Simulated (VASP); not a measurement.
# CsSe2I6 (Fm-3m) in VASP: notebook

Runs on CsSe2I6. Level: PBE. Tasks: single point, relaxation of cell and atoms.

Program: VASP 6.6.1. These are calculated values, not measurements. Logs are shortened: lines on timing, memory, paths and dates and some standing lists are left out, and cuts for length are marked.

**1. The cell of the first run**

It takes space group Fm-3m (No. 225, cubic). Conventional cell: a = 11.815 Å, b = 11.815 Å, c = 11.815 Å, α = 90.00°, β = 90.00°, γ = 90.00°. Within 4.5 Å of Cs (site symmetry m-3m) lie 6 I at 3.46 Å. Se (site symmetry -43m) has 12 I at 4.21 Å and 4 Cs at 5.12 Å within 5.5 Å. I (site symmetry 4mm) has 1 Cs at 3.46 Å and 4 I at 3.47 Å and 4 Se at 4.21 Å within 4.5 Å.

The cell was generated, and may not be a known phase.

**2. Single point, PBE**

Input file INCAR:

```
ALGO = Normal
EDIFF = 1E-6
ENCUT = 520
GGA = PE
ISIF = 2
ISMEAR = 0
LASPH = True
LCHARG = False
LREAL = False
LWAVE = False
NBANDS = 42
NELM = 60
PREC = Accurate
SIGMA = 0.1
```

Input file KPOINTS:

```
k-points
0
Gamma
  4 4 4
```

Input file POSCAR:

```
CsSe2I6
1.0
    0.0000000000      5.9072781644      5.9072781644
    5.9072781644      0.0000000000      5.9072781644
    5.9072781644      5.9072781644      0.0000000000
Cs Se I
1 2 6
Direct
    0.0000000000      0.0000000000      0.0000000000
    0.2500000000      0.2500000000      0.2500000000
    0.7500000000      0.7500000000      0.7500000000
    0.2925778194      0.7074221806      0.2925778194
    0.7074221806      0.2925778194      0.7074221806
    0.7074221806      0.2925778194      0.2925778194
    0.7074221806      0.7074221806      0.2925778194
    0.2925778194      0.7074221806      0.7074221806
    0.2925778194      0.2925778194      0.7074221806
```

Potentials or basis: VASP PAW PBE potentials, release 64 (Cs_sv, Se, I).

On the command line:

```sh
$ cat potpaw_PBE.64/Cs_sv/POTCAR potpaw_PBE.64/Se/POTCAR potpaw_PBE.64/I/POTCAR > POTCAR
$ mpirun -np 1 vasp_std > vasp.out
```

OUTCAR:

```text
EDIFF = 1E-6
   ENCUT = 520
   GGA = PE
   ISIF = 2
   ISMEAR = 0
   LASPH = True
   LREAL = False
   NELM = 60
   PREC = Accurate

 ion  position               nearest neighbor table
   1  0.000  0.000  0.000-
   2  0.250  0.250  0.250-
   3  0.750  0.750  0.750-
   4  0.293  0.707  0.293-   6 3.47   7 3.47   8 3.47   9 3.47
   5  0.707  0.293  0.707-   6 3.47   7 3.47   8 3.47   9 3.47
   6  0.707  0.293  0.293-   4 3.47   5 3.47   7 3.47   9 3.47
   7  0.707  0.707  0.293-   4 3.47   5 3.47   6 3.47   8 3.47
   8  0.293  0.707  0.707-   4 3.47   5 3.47   7 3.47   9 3.47
   9  0.293  0.293  0.707-   4 3.47   5 3.47   6 3.47   8 3.47

  LATTYP: Found a face centered cubic cell.
 ALAT       =    11.8145563288

  Lattice vectors:

 A1 = (   0.0000000000,   5.9072781644,   5.9072781644)
 A2 = (   5.9072781644,   0.0000000000,   5.9072781644)
 A3 = (   5.9072781644,   5.9072781644,   0.0000000000)

Analysis of symmetry for initial positions (statically):
=====================================================================
 Subroutine PRICEL returns:
 Original cell was already a primitive cell.

 Routine SETGRP: Setting up the symmetry group for a
 face centered cubic supercell.

 Subroutine GETGRP returns: Found 48 space group operations
 (whereof 48 operations were pure point group operations)
 out of a pool of 48 trial point group operations.

The static configuration has the point symmetry O_h .

Analysis of symmetry for dynamics (positions and initial velocities):
=====================================================================
 Subroutine PRICEL returns:
 Original cell was already a primitive cell.

 Routine SETGRP: Setting up the symmetry group for a
 face centered cubic supercell.

 Subroutine GETGRP returns: Found 48 space group operations
 (whereof 48 operations were pure point group operations)
 out of a pool of 48 trial point group operations.

The dynamic configuration has the point symmetry O_h .

 Subroutine INISYM returns: Found 48 space group operations
 (whereof 48 operations are pure point group operations),
 and found     1 'primitive' translations

[... 93 lines left out ...]
   EDIFFG = 0.1E-04   stopping-criterion for IOM
   NSW    =      0    number of steps for IOM
   IBRION =     -1    ionic relax: 0-MD 1-quasi-New 2-CG
   NFREE  =      0    steps in history (QN), initial steepest desc. (CG)
   ISIF   =      2    stress and relaxation
   ISYM   =      2    0-nonsym 1-usesym 2-fastsym
   POTIM  = 0.5000    time-step for ionic-motion
   TEBEG  =    0.0;   TEEND  =   0.0 temperature during run
   PSTRESS=    0.0 pullay stress
   NELECT =      63.0000    total number of electrons
   NUPDOWN=      -1.0000    fix difference up-down
   EMIN   =  10.00;   EMAX   =-10.00  energy-range for DOS
   EFERMI =   0.00;   METHOD = LEGACY
   ISMEAR =     0;   SIGMA  =   0.10  broadening in eV -4-tet -1-fermi 0-gaus
   EFERMI_NEDOS =   21; number of points for ismear=-14 and -15
   IALGO  =     38    algorithm
   IMIX   =      4    mixing-type and parameters
     AMIX     =   0.40;   BMIX     =  1.00
     AMIX_MAG =   1.60;   BMIX_MAG =  1.00
  volume/ion in A,a.u.               =      45.81       309.13
  Fermi-wavevector in a.u.,A,eV,Ry     =   0.875234  1.653953 10.422537  0.766035
  Thomas-Fermi vector in A             =   1.994877
   LORBIT       =      0    0 simple, 1 ext, 2 COOP (PROOUT), +10 PAW based schemes
   GGA     = PE    functional components
   LHFCALC =     F    Hartree Fock is set to
   AEXX    =    0.0000 exact exchange contribution
   IVDW    =     0    specifies the selected vdW correction
   LEPSILON=     F    determine dielectric tensor
   LRPA    =     F    only Hartree local field effects (RPA)
 non-spin polarized calculation
 Gauss-broadening in eV      SIGMA  =   0.10
  energy-cutoff  :      520.00
  volume of cell :      412.28
 maximum number of plane-waves:     11138
 NGX is ok and might be reduce to    64
   NGX = 31   NGY = 31   NGZ = 31

 number of electron      63.0000002 magnetization

 Free energy of the ion-electron system (eV)
  ---------------------------------------------------
  ext. energy  EPLUGINS =         0.00000000
  ---------------------------------------------------
  free energy    TOTEN  =       -11.17218645 eV

  energy without entropy =      -11.02783971  energy(sigma->0) =      -11.10001308

 E-fermi :   0.9643     XC(G=0):  -7.6226

 val. band max:        0.9350394099   @ k =   0.2500   0.2500   0.0000
 cond. band min:       0.9715606107   @ k =   0.2500   0.0000   0.0000
 fundamental gap:      0.0365212007
 Fermi energy:         0.9643029761

 k-point     1 :       0.0000    0.0000    0.0000
  band No.  band energies     occupation
      1     -19.2935      2.00000
      2     -11.6069      2.00000
      3     -10.8168      2.00000
      4     -10.8168      2.00000
      5     -10.8168      2.00000
      6     -10.3590      2.00000
[... 349 lines left out ...]
     41       7.8443      0.00000
     42       8.0227      0.00000

------------------------ aborting loop because EDIFF is reached ----------------------------------------

  FORCE on cell =-STRESS in cart. coord.  units (eV):
  Direction    XX          YY          ZZ          XY          YZ          ZX
  --------------------------------------------------------------------------------------
  -------------------------------------------------------------------------------------
  Total        0.1670351      0.1670351      0.1670351      0.0000000      0.0000000     -0.0000000
  in kB        0.6491217      0.6491217      0.6491217      0.0000000      0.0000000     -0.0000000
  external PRESSURE =       0.6491217 kB  Pullay stress =       0.0000000 kB

 VOLUME and BASIS-vectors are now :
 -----------------------------------------------------------------------------
  energy-cutoff  :      520.00
  volume of cell :      412.28
      direct lattice vectors                 reciprocal lattice vectors
     0.000000000  5.907278164  5.907278164    -0.084641350  0.084641350  0.084641350
     5.907278164  0.000000000  5.907278164     0.084641350 -0.084641350  0.084641350
     5.907278164  5.907278164  0.000000000     0.084641350  0.084641350 -0.084641350

 POSITION                                       TOTAL-FORCE (eV/Angst)
 -----------------------------------------------------------------------------------
      0.00000      0.00000      0.00000        -0.000000      0.000000     -0.000000
      2.95364      2.95364      2.95364        -0.000000      0.000000     -0.000000
      8.86092      8.86092      8.86092        -0.000000     -0.000000     -0.000000
      5.90728      3.45668      5.90728        -0.000000      0.032136     -0.000000
      5.90728      8.35788      5.90728        -0.000000     -0.032136     -0.000000
      3.45668      5.90728      5.90728         0.032136      0.000000     -0.000000
      5.90728      5.90728      8.35788        -0.000000      0.000000     -0.032136
      8.35788      5.90728      5.90728        -0.032136      0.000000     -0.000000
      5.90728      5.90728      3.45668        -0.000000      0.000000      0.032136
 -----------------------------------------------------------------------------------
    total drift:                                0.000000      0.000000      0.000000

  FREE ENERGIE OF THE ION-ELECTRON SYSTEM (eV)
  ---------------------------------------------------
  free  energy   TOTEN  =       -11.1721864529 eV

  energy  without entropy=      -11.0278397092  energy(sigma->0) =      -11.10001308
```

OSZICAR:

```text
N       E                     dE             d eps       ncg     rms          rms(c)
DAV:   1     0.393724189335E+03    0.39372E+03   -0.22997E+04   672   0.119E+03
DAV:   2     0.282144826108E+02   -0.36551E+03   -0.35473E+03   904   0.185E+02
DAV:   3    -0.102879008607E+02   -0.38502E+02   -0.37762E+02   718   0.679E+01
DAV:   4    -0.112451894589E+02   -0.95729E+00   -0.95353E+00   872   0.125E+01
DAV:   5    -0.112612128996E+02   -0.16023E-01   -0.16018E-01   832   0.177E+00    0.695E+00
DAV:   6    -0.116006124133E+02   -0.33940E+00   -0.12796E+00   854   0.216E+00    0.639E+00
DAV:   7    -0.112327274732E+02    0.36788E+00   -0.15483E+00   812   0.167E+00    0.408E+00
DAV:   8    -0.111720172848E+02    0.60710E-01   -0.16548E-01   778   0.122E+00    0.592E-01
DAV:   9    -0.111728597104E+02   -0.84243E-03   -0.23921E-02   792   0.477E-01    0.417E-01
DAV:  10    -0.111724523423E+02    0.40737E-03   -0.75054E-04   816   0.108E-01    0.280E-01
DAV:  11    -0.111721725873E+02    0.27976E-03   -0.49079E-04   776   0.761E-02    0.132E-01
DAV:  12    -0.111721764620E+02   -0.38748E-05   -0.16257E-04   784   0.414E-02    0.317E-02
DAV:  13    -0.111721808259E+02   -0.43639E-05   -0.44346E-06   800   0.848E-03    0.224E-02
DAV:  14    -0.111721862676E+02   -0.54416E-05   -0.69857E-06   656   0.108E-02    0.307E-03
DAV:  15    -0.111721864529E+02   -0.18536E-06   -0.39905E-07   488   0.248E-03
   1 F= -.11172186E+02 E0= -.11100013E+02  d E =-.144347E+00
```

stdout:

```text
POSCAR found type information on POSCAR CsSeI
 POSCAR found :  3 types and       9 ions
 scaLAPACK will be used
 LDA part: xc-table for (Slater+PW92), standard interpolation
 POSCAR, INCAR and KPOINTS ok, starting setup
 FFT: planning ... GRIDC
 FFT: planning ... GRID_SOFT
 FFT: planning ... GRID
 WAVECAR not read
 entering main loop
```

It took 2.2 min on 1 thread of Intel Xeon 6975P-C (Granite Rapids), shared host; peak memory 0.59 GiB.

Results:

* Free energy: -11.1722 eV
* Pressure: 0.1 GPa
* Largest force: 0.032 eV/Å
* Band gap on the k mesh: zero (an odd number of electrons rules out a gap without spin polarisation)

Forces in eV/Å, atoms in the order of the input:
```
Cs   0.000  0.000  0.000
Se   0.000  0.000  0.000
Se   0.000  0.000  0.000
I    0.000  0.032  0.000
I    0.000 -0.032  0.000
I    0.032  0.000  0.000
I    0.000  0.000 -0.032
I   -0.032  0.000  0.000
I    0.000  0.000  0.032
```

Caveat: spin-orbit coupling is left out, which moves the levels of the heavy elements; an odd number of electrons without spin polarisation forces a metal; a magnetic or distorted state may lie lower.

**3. Relaxation of cell and atoms, PBE**

This run uses another cell than the first one, of 41.60 Å³/atom.

Input file INCAR:

```
ALGO = Normal
EDIFF = 1E-6
EDIFFG = -0.04
ENCUT = 600
GGA = PE
IBRION = 2
ISIF = 3
ISMEAR = 0
LASPH = True
LCHARG = False
LREAL = False
LWAVE = False
NELM = 80
NSW = 90
PREC = Accurate
SIGMA = 0.1
```

KPOINTS is that of step 2.

Input file POSCAR:

```
CsSe2I6
1.0
    0.0000000000      5.7205774400      5.7205774400
    5.7205774400      0.0000000000      5.7205774400
    5.7205774400      5.7205774400      0.0000000000
Cs Se I
1 2 6
Direct
    0.0000000000      0.0000000000      0.0000000000
    0.2500000000      0.2500000000      0.2500000000
    0.7500000000      0.7500000000      0.7500000000
    0.2432199900      0.7567800100      0.2432199900
    0.7567800100      0.2432199900      0.7567800100
    0.7567800100      0.2432199900      0.2432199900
    0.7567800100      0.7567800100      0.2432199900
    0.2432199900      0.7567800100      0.7567800100
    0.2432199900      0.2432199900      0.7567800100
```

Potentials or basis: VASP PAW PBE potentials, release 64 (Cs_sv, Se, I).

On the command line:

```sh
$ cat potpaw_PBE.64/Cs_sv/POTCAR potpaw_PBE.64/Se/POTCAR potpaw_PBE.64/I/POTCAR > POTCAR
$ mpirun -np 1 vasp_std > vasp.out
```

Run time: 40 min. Hardware: 1 thread of Intel Xeon 6975P-C (Granite Rapids), shared host; peak memory 0.83 GiB.

It converged, with:

| Property | Result |
| --- | --- |
| Free energy | -11.1718 eV |
| Relaxed volume | 46.52 Å³/atom |
| Relaxed cell | a = 8.397 Å, b = 8.397 Å, c = 8.397 Å, α = 60.00°, β = 60.00°, γ = 60.00° |
| Space group after relaxing (to 0.1 Å) | Fm-3m (No. 225) |
| Pressure after relaxing | -0.1 GPa |
| Largest force after relaxing | 0.024 eV/Å |
| Band gap on the k mesh | zero (an odd number of electrons rules out a gap without spin polarisation) |

Forces in eV/Å, atoms in the order of the input:
```
Cs   0.000  0.000  0.000
Se   0.000  0.000  0.000
Se   0.000  0.000  0.000
I    0.000  0.024  0.000
I    0.000 -0.024  0.000
I    0.024  0.000  0.000
I    0.000  0.000 -0.024
I   -0.024  0.000  0.000
I    0.000  0.000  0.024
```

Final structure:
```
CELL_PARAMETERS angstrom
0.00000 5.93780 5.93780
5.93780 0.00000 5.93780
5.93780 5.93780 0.00000
ATOMIC_POSITIONS crystal
Cs 0.00000 0.00000 0.00000
Se 0.25000 0.25000 0.25000
Se 0.75000 0.75000 0.75000
I 0.29314 0.70686 0.29314
I 0.70686 0.29314 0.70686
I 0.70686 0.29314 0.29314
I 0.70686 0.70686 0.29314
I 0.29314 0.70686 0.70686
I 0.29314 0.29314 0.70686
```

Levels at points of the mesh, in eV from the Fermi level:
| k point | band 28 | band 29 | band 30 | band 31 | band 32 | band 33 |
| --- | --- | --- | --- | --- | --- | --- |
| (0.00, 0.00, 0.00) | -0.04 | -0.04 | -0.04 | 0.08 | 0.08 | 0.08 |
| (0.50, 0.00, 0.00) | -0.47 | -0.26 | -0.07 | 0.02 | 0.02 | 0.16 |
| (0.50, 0.50, 0.00) | -0.47 | -0.46 | -0.41 | -0.34 | 0.05 | 0.05 |

Caveat: spin-orbit coupling is left out, which moves the levels of the heavy elements; an odd number of electrons without spin polarisation forces a metal; a magnetic or distorted state may lie lower.

The gap in the log of VASP goes by the Fermi energy; the results here count the filled bands.